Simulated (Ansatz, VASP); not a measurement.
# Two plane-wave programs on Mg3ZrN2

```
Mg Zr N
1.0
     5.46396    0.00000    0.00000
    -2.73198    4.73193    0.00000
     0.00000    0.00000    3.10978
Mg Zr N
3 1 2
Cartesian
  -1.3660 2.3660 0.0000
  1.3660 2.3660 0.0000
  2.7320 0.0000 0.0000
  0.0000 0.0000 1.5549
  2.7320 1.5773 1.5549
  0.0000 3.1546 1.5549
```

Change from the starting cell: species swapped into the NdB2Ir3 type (P6/mmm, No. 191).

Alike in both runs: functional PBE; k mesh 12 × 12 × 12; occupations gaussian, width 0.1 eV; no spin polarisation.

Ansatz relaxed the structure, and its values are those at the end. VASP's run is a single point on that final structure, the one shown.

|  | VASP | Ansatz |
| --- | --- | --- |
| version | VASP 6.6.1 | Ansatz 0.2.0 |
| potentials or method | VASP PAW PBE potentials, release 64 (Mg, Zr_sv, N), cutoff 520 eV | scalar-relativistic, plane waves, PAW |
| valence electrons in the cell | 28 | 52 |

```tsv
	VASP	Ansatz	Ansatz less VASP
gap on the k mesh at the Fermi level (eV)	none	none	-
pressure (GPa)	-0.3	0.0	+0.26
```

A gap of «none» marks a metal or a gap that the smearing closes. With one functional, cell and mesh, what is left measures potentials, basis and numerics. VASP's potentials hold 28 valence electrons a cell and Ansatz's 52, so a difference there can come from the potentials and not from the codes.
